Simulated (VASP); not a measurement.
# Al (Fm-3m) in VASP: a series of runs

The runs below take Al through single point, relaxation of cell and atoms, with PBEsol.

All numbers are computed with VASP 6.6.1; they aren't measurements. Logs are shortened: lines on timing, memory, paths and dates and some standing lists are left out, and cuts for length are marked.

## Step 1: The cell of the first run

It takes space group Fm-3m (No. 225, cubic). Conventional cell: a = 4.016 Å, b = 4.016 Å, c = 4.016 Å, α = 90.00°, β = 90.00°, γ = 90.00°. Al (site symmetry m-3m) has 12 Al at 2.84 Å within 3.7 Å.

## Step 2: Single point, PBEsol

Input file INCAR:

```
PREC = Accurate
ENCUT = 520
EDIFF = 1E-7
ISMEAR = -1
SIGMA = 0.08
LREAL = F
LASPH = T
NELM = 100
ALGO = Normal
ISIF = 2
LWAVE = F
LCHARG = T
GGA = PS
LELF = T
LVHAR = T
NBANDS = 10
```

Input file KPOINTS:

```
Automatic mesh
0
Gamma
  14 14 10
```

Input file POSCAR:

```
Al
1.0
    2.0077939622      2.0077939622      0.0000000000
   -2.0077939622      2.0077939622      0.0000000000
    0.0000000000      0.0000000000      4.0155879245
Al
2
Direct
    0.0000000000      0.0000000000      0.0000000000
    0.5000000000      0.5000000000      0.5000000000
```

Potentials or basis: VASP PAW PBE potentials, release 64 (Al).

The run is started by

```sh
> cat potpaw_PBE.64/Al/POTCAR > POTCAR
> mpirun -np 1 vasp_std > vasp.out
```

OUTCAR:

```text
PREC = Accurate
   ENCUT = 520
   EDIFF = 1E-7
   ISMEAR = -1
   LREAL = F
   LASPH = T
   NELM = 100
   ISIF = 2
   GGA = PS

 ion  position               nearest neighbor table
   1  0.000  0.000  0.000-   2 2.84   2 2.84   2 2.84   2 2.84   2 2.84   2 2.84   2 2.84   2 2.84

   2  0.500  0.500  0.500-   1 2.84   1 2.84   1 2.84   1 2.84   1 2.84   1 2.84   1 2.84   1 2.84

  LATTYP: Found a simple tetragonal cell.
 ALAT       =     2.8394494518
 C/A-ratio  =     1.4142135624

  Lattice vectors:

 A1 = (   2.0077939622,   2.0077939622,   0.0000000000)
 A2 = (  -2.0077939622,   2.0077939622,   0.0000000000)
 A3 = (   0.0000000000,   0.0000000000,   4.0155879245)

Analysis of symmetry for initial positions (statically):
=====================================================================
 Subroutine PRICEL returns following result:

  LATTYP: Found a face centered cubic cell.
 ALAT       =     4.0155879245

  Lattice vectors:

 A1 = (   0.0000000000,  -2.0077939622,  -2.0077939623)
 A2 = (   2.0077939622,   0.0000000000,  -2.0077939623)
 A3 = (   2.0077939622,  -2.0077939622,   0.0000000000)

   2 primitive cells build up your supercell.

 Routine SETGRP: Setting up the symmetry group for a
 simple tetragonal supercell.

 Subroutine GETGRP returns: Found 16 space group operations
 (whereof 16 operations were pure point group operations)
 out of a pool of 16 trial point group operations.

The static configuration has the point symmetry D_4h.

Analysis of symmetry for dynamics (positions and initial velocities):
=====================================================================
 Subroutine PRICEL returns following result:

  LATTYP: Found a face centered cubic cell.
 ALAT       =     4.0155879245

  Lattice vectors:

 A1 = (   0.0000000000,  -2.0077939622,  -2.0077939623)
 A2 = (   2.0077939622,   0.0000000000,  -2.0077939623)
 A3 = (   2.0077939622,  -2.0077939622,   0.0000000000)

   2 primitive cells build up your supercell.

 Routine SETGRP: Setting up the symmetry group for a
 simple tetragonal supercell.

 Subroutine GETGRP returns: Found 16 space group operations
 (whereof 16 operations were pure point group operations)
 out of a pool of 16 trial point group operations.

The dynamic configuration has the point symmetry D_4h.

 Subroutine INISYM returns: Found 16 space group operations
 (whereof 16 operations are pure point group operations),
 and found     2 'primitive' translations

----------------------------------------------------------------------------------------

                                     Primitive cell

  volume of cell :      16.1878

  direct lattice vectors                    reciprocal lattice vectors
     0.000000000 -2.007793962 -2.007793962    -0.249029537 -0.249029537 -0.249029537
     2.007793962  0.000000000 -2.007793962     0.249029537  0.249029537 -0.249029537
     2.007793962 -2.007793962  0.000000000     0.249029537 -0.249029537  0.249029537

  length of vectors
     2.839449452  2.839449452  2.839449452     0.431331810  0.431331810  0.431331810

  position of ions in fractional coordinates (direct lattice)
     0.000000000  0.000000000  0.000000000

  ion indices of the primitive-cell ions
   primitive index   ion index
                 1           1

----------------------------------------------------------------------------------------

 KPOINTS: Automatic mesh

Automatic generation of k-mesh.
 Grid dimensions read from file:
 generate k-points for:   14   14   10

 Generating k-lattice:

  Cartesian coordinates                     Fractional coordinates (reciprocal lattice)
     0.017787824  0.017787824  0.000000000     0.071428571  0.000000000  0.000000000
    -0.017787824  0.017787824  0.000000000     0.000000000  0.071428571  0.000000000
     0.000000000  0.000000000  0.024902954     0.000000000  0.000000000  0.100000000

  Length of vectors
     0.025155782  0.025155782  0.024902954

  Shift w.r.t. Gamma in fractional coordinates (k-lattice)
     0.000000000  0.000000000  0.000000000

 Subroutine IBZKPT returns following result:
 ===========================================

 Found    216 irreducible k-points:

 Following reciprocal coordinates:
            Coordinates               Weight
  0.000000  0.000000  0.000000      1.000000
  0.071429  0.000000  0.000000      4.000000
  0.142857  0.000000  0.000000      4.000000
  0.214286  0.000000  0.000000      4.000000
  0.285714  0.000000  0.000000      4.000000
  0.357143  0.000000  0.000000      4.000000
[... 16 lines left out ...]
  0.285714  0.214286  0.000000      8.000000
  0.357143  0.214286  0.000000      8.000000
 [... further k-points ...]
   k-points           NKPTS =    216   k-points in BZ     NKDIM =    216   number of bands    NBANDS=     10
   number of dos      NEDOS =    301   number of ions     NIONS =      2
   total plane-waves  NPLWV =  17280
   dimension x,y,z NGX =    24 NGY =   24 NGZ =   30
   dimension x,y,z NGXF=    48 NGYF=   48 NGZF=   60
   ions per type =               2
   NGX,Y,Z   is equivalent  to a cutoff of  14.05, 14.05, 12.42 a.u.
   NGXF,Y,Z  is equivalent  to a cutoff of  28.10, 28.10, 24.84 a.u.
 SYSTEM =  unknown system
   PREC   = accura    normal or accurate (medium, high low for compatibility)
   ISTART =      0    job   : 0-new  1-cont  2-samecut
   ICHARG =      2    charge: 1-file 2-atom 10-const
   ISPIN  =      1    spin polarized calculation?
   LNONCOLLINEAR =      F non collinear calculations
   LSORBIT =      F    spin-orbit coupling
   LASPH  =      T    aspherical Exc in radial PAW
   ENCUT  =  520.0 eV  38.22 Ry    6.18 a.u.   5.28  5.28  7.47*2*pi/ulx,y,z
   NELM   =    100;   NELMIN=  2; NELMDL= -5     # of ELM steps
   EDIFF  = 0.1E-06   stopping-criterion for ELM
   LREAL  =      F    real-space projection
   EDIFFG = 0.1E-05   stopping-criterion for IOM
   NSW    =      0    number of steps for IOM
   IBRION =     -1    ionic relax: 0-MD 1-quasi-New 2-CG
   NFREE  =      0    steps in history (QN), initial steepest desc. (CG)
   ISIF   =      2    stress and relaxation
   ISYM   =      2    0-nonsym 1-usesym 2-fastsym
   POTIM  = 0.5000    time-step for ionic-motion
   TEBEG  =    0.0;   TEEND  =   0.0 temperature during run
   PSTRESS=    0.0 pullay stress
   NELECT =       6.0000    total number of electrons
   NUPDOWN=      -1.0000    fix difference up-down
   EMIN   =  10.00;   EMAX   =-10.00  energy-range for DOS
   EFERMI =   0.00;   METHOD = LEGACY
   ISMEAR =    -1;   SIGMA  =   0.08  broadening in eV -4-tet -1-fermi 0-gaus
   EFERMI_NEDOS =   21; number of points for ismear=-14 and -15
   IALGO  =     38    algorithm
   IMIX   =      4    mixing-type and parameters
     AMIX     =   0.40;   BMIX     =  1.00
     AMIX_MAG =   1.60;   BMIX_MAG =  1.00
  volume/ion in A,a.u.               =      16.19       109.24
  Fermi-wavevector in a.u.,A,eV,Ry     =   0.933368  1.763809 11.853059  0.871175
  Thomas-Fermi vector in A             =   2.060062
   LORBIT       =      0    0 simple, 1 ext, 2 COOP (PROOUT), +10 PAW based schemes
   GGA     = PS    functional components
   LHFCALC =     F    Hartree Fock is set to
   AEXX    =    0.0000 exact exchange contribution
   IVDW    =     0    specifies the selected vdW correction
   LEPSILON=     F    determine dielectric tensor
   LRPA    =     F    only Hartree local field effects (RPA)
 non-spin polarized calculation
  energy-cutoff  :      520.00
  volume of cell :       32.38
 maximum number of plane-waves:       896
 NGX is ok and might be reduce to    24
   NGX = 11   NGY = 11   NGZ = 15

 number of electron       6.0000000 magnetization

 Free energy of the ion-electron system (eV)
  ---------------------------------------------------
  ext. energy  EPLUGINS =         0.00000000
  ---------------------------------------------------
  free energy    TOTEN  =        -8.18855095 eV

  energy without entropy =       -8.17086617  energy(sigma->0) =       -8.17970856

 E-fermi :   8.1581     XC(G=0): -10.3268

 val. band max:        8.1513722421   @ k =   0.2857   0.0714   0.0000
 cond. band min:       8.1595720715   @ k =   0.2143   0.1429   0.0000
 fundamental gap:      0.0081998294
 Fermi energy:         8.1581107173

 k-point     1 :       0.0000    0.0000    0.0000
  band No.  band energies     occupation
      1      -3.1124      2.00000
      2       5.1842      2.00000
      3       6.5378      2.00000
      4      13.4071      0.00000
      5      13.8262      0.00000
      6      13.8262      0.00000
      7      17.3845      0.00000
      8      20.8504      0.00000
      9      20.8504      0.00000
     10      20.8513      0.00000

 k-point     2 :       0.0714    0.0000    0.0000
  band No.  band energies     occupation
      1      -3.0188      2.00000
      2       5.2696      2.00000
      3       6.6276      2.00000
      4      11.7345      0.00000
      5      13.9058      0.00000
      6      14.8928      0.00000
      7      18.2231      0.00000
      8      19.4837      0.00000
      9      19.9076      0.00000
     10      20.9414      0.00000

 k-point     3 :       0.1429    0.0000    0.0000
  band No.  band energies     occupation
      1      -2.7383      2.00000
      2       5.5259      2.00000
      3       6.8908      2.00000
      4       9.7525      0.00000
      5      14.1449      0.00000
      6      15.5488      0.00000
      7      17.4938      0.00000
      8      18.3689      0.00000
      9      20.2458      0.00000
     10      21.2144      0.00000

 k-point     4 :       0.2143    0.0000    0.0000
  band No.  band energies     occupation
      1      -2.2721      2.00000
      2       5.9534      2.00000
      3       7.2151      1.99998
      4       7.9489      1.86361
      5      14.5437      0.00000
      6      15.5617      0.00000
      7      16.1250      0.00000
      8      16.7512      0.00000
      9      21.6687      0.00000
     10      22.7329      0.00000

 k-point     5 :       0.2857    0.0000    0.0000
  band No.  band energies     occupation
      1      -1.6221      2.00000
      2       5.9153      2.00000
      3       6.5525      2.00000
      4       8.0674      1.51327
      5      13.7690      0.00000
      6      15.1026      0.00000
      7      15.1578      0.00000
      8      16.8066      0.00000
      9      21.7309      0.00000
     10      22.3031      0.00000

 k-point     6 :       0.3571    0.0000    0.0000
  band No.  band energies     occupation
      1      -0.7908      2.00000
      2       4.2645      2.00000
      3       7.3238      1.99994
      4       8.8537      0.00033
      5      12.1376      0.00000
      6      13.6406      0.00000
      7      15.8223      0.00000
      8      17.6334      0.00000
      9      20.2841      0.00000
     10      22.3236      0.00000
[... 183 lines left out ...]
 k-point    21 :       0.5000    0.1429    0.0000
  band No.  band energies     occupation
      1       1.7620      2.00000
      2       1.7620      2.00000
      3       9.7292      0.00000
      4       9.7292      0.00000
      5      11.2613      0.00000
      6      11.2613      0.00000
      7      14.2525      0.00000
      8      14.2525      0.00000
      9      21.7456      0.00000
     10      21.7456      0.00000

 k-point    22 :       0.2143    0.2143    0.0000
  band No.  band energies     occupation
      1      -1.4369      2.00000
      2       6.7238      2.00000
      3       7.9249      1.89718
      4       8.0291      1.66742
      5       9.6871      0.00000
      6      16.3316      0.00000
      7      16.3557      0.00000
      8      16.3566      0.00000
      9      18.2684      0.00000
     10      19.9013      0.00000

 k-point    23 :       0.2857    0.2143    0.0000
  band No.  band energies     occupation
      1      -0.7909      2.00000
      2       6.6049      2.00000
      3       7.3238      1.99994
      4       8.6386      0.00492
      5       9.7980      0.00000
      6      14.5473      0.00000
      7      15.4287      0.00000
      8      16.5548      0.00000
      9      16.9520      0.00000
     10      19.7262      0.00000

 k-point    24 :       0.3571    0.2143    0.0000
  band No.  band energies     occupation
      1       0.0350      2.00000
      2       5.0293      2.00000
      3       8.0961      1.36905
      4       9.4312      0.00000
      5      10.4756      0.00000
      6      12.9144      0.00000
      7      14.1311      0.00000
      8      15.0370      0.00000
      9      17.7324      0.00000
     10      20.1277      0.00000

 [... further k-points ...]
[... 5 lines left out ...]
  --------------------------------------------------------------------------------------
  -------------------------------------------------------------------------------------
  Total        0.0462914      0.0462914     -0.0970026      0.0000000      0.0000000      0.0000000
  in kB        2.2908331      2.2908331     -4.8003900      0.0000000      0.0000000      0.0000000
  external PRESSURE =      -0.0729079 kB  Pullay stress =       0.0000000 kB

 VOLUME and BASIS-vectors are now :
 -----------------------------------------------------------------------------
  energy-cutoff  :      520.00
  volume of cell :       32.38
      direct lattice vectors                 reciprocal lattice vectors
     2.007793962  2.007793962  0.000000000     0.249029537  0.249029537  0.000000000
    -2.007793962  2.007793962  0.000000000    -0.249029537  0.249029537  0.000000000
     0.000000000  0.000000000  4.015587925     0.000000000  0.000000000  0.249029537

 POSITION                                       TOTAL-FORCE (eV/Angst)
 -----------------------------------------------------------------------------------
      0.00000      0.00000      0.00000        -0.000000      0.000000      0.000000
      0.00000      2.00779      2.00779         0.000000     -0.000000      0.000000
 -----------------------------------------------------------------------------------
    total drift:                               -0.000000      0.000000     -0.000000

  FREE ENERGIE OF THE ION-ELECTRON SYSTEM (eV)
  ---------------------------------------------------
  free  energy   TOTEN  =        -8.1885509481 eV

  energy  without entropy=       -8.1708661734  energy(sigma->0) =       -8.17970856
```

Run time: 14 s. Hardware: 1 thread of Intel Xeon 6975P-C (Granite Rapids), shared host; peak memory 0.18 GiB.

Results:

```yaml
Free_energy: -8.1886 eV
Pressure: 0.0 GPa
Band_gap_on_the_k_mesh: zero (bands 3 and 4 overlap by 11.91 eV)
```

Levels at points of the mesh, in eV from the Fermi level:
```csv
k point,band 1,band 2,band 3,band 4,band 5,band 6
"(0.00, 0.00, 0.00)",-11.27,-2.97,-1.62,5.25,5.67,5.67
"(0.50, 0.00, 0.00)",-6.76,-6.76,1.23,1.23,2.80,2.80
"(0.50, 0.50, 0.00)",-2.97,-2.97,-1.62,-1.62,5.25,5.25
"(0.00, 0.00, 0.50)",-9.00,-9.00,7.50,7.50,7.61,7.61
"(0.50, 0.00, 0.50)",-4.68,-4.68,-4.41,-4.41,11.51,11.51
"(0.50, 0.50, 0.50)",-0.88,-0.88,-0.88,-0.88,0.11,0.11
```

Caveat: the PAW data sets were made with another functional, which shifts forces and pressure a little.

(Continued in part 2 of 2.)

The gap in the log of VASP goes by the Fermi energy; the results here count the filled bands.